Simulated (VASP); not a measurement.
Here is a VASP 6.6.1 calculation.

File INCAR:

```
  PREC = Accurate
  ENCUT = 600
  EDIFF = 1E-7
  ISMEAR = 0
  SIGMA = 0.1
  LREAL = False
  LASPH = True
  NELM = 80
  ALGO = Fast
  ISIF = 3
  LWAVE = False
  LCHARG = False
  GGA = PE
  IBRION = 2
  NSW = 100
  EDIFFG = -0.01
```

The input KPOINTS:

```
Automatic mesh
0
Gamma
  12 12 6
```

POSCAR

```
ReBPt
1.0
    3.0575975437      0.0000000000      0.0000000000
    0.0000000000      3.0575975437      0.0000000000
    0.0000000000      0.0000000000      8.4564776100
Re B Pt
2 2 2
Direct
    0.0000000000      0.5000000000      0.4207968150
    0.5000000000      0.0000000000      0.5792031850
    0.0000000000      0.0000000000      0.0000000000
    0.5000000000      0.5000000000      0.0000000000
    0.0000000000      0.5000000000      0.8240726457
    0.5000000000      0.0000000000      0.1759273543
```

Potentials or basis: VASP PAW PBE potentials, release 64 (Re, B, Pt).

Run with:

```bash
$ cat potpaw_PBE.64/Re/POTCAR potpaw_PBE.64/B/POTCAR potpaw_PBE.64/Pt/POTCAR > POTCAR
$ mpirun -np 1 vasp_std > vasp.out
```

Q: Estimate the relaxed cell.

A: a = 2.989 Å, b = 2.989 Å, c = 8.755 Å, α = 90.00°, β = 90.00°, γ = 90.00°.

Q: What does it give for the band gap on the k mesh?

A: Zero (bands 20 and 21 overlap by 1.12 eV).

Final structure:
```yaml
crystal:
  lattice:
    - [2.98950, 0.00000, 0.00000]
    - [0.00000, 2.98950, 0.00000]
    - [0.00000, 0.00000, 8.75534]
  atoms:
    - { symbol: Re, position: [0.00000, 0.50000, 0.41885] }
    - { symbol: Re, position: [0.50000, 0.00000, 0.58115] }
    - { symbol: B, position: [0.00000, 0.00000, 0.00000] }
    - { symbol: B, position: [0.50000, 0.50000, 0.00000] }
    - { symbol: Pt, position: [0.00000, 0.50000, 0.82479] }
    - { symbol: Pt, position: [0.50000, 0.00000, 0.17521] }
```

Caveat: spin-orbit coupling is left out, which moves the levels of the heavy elements.
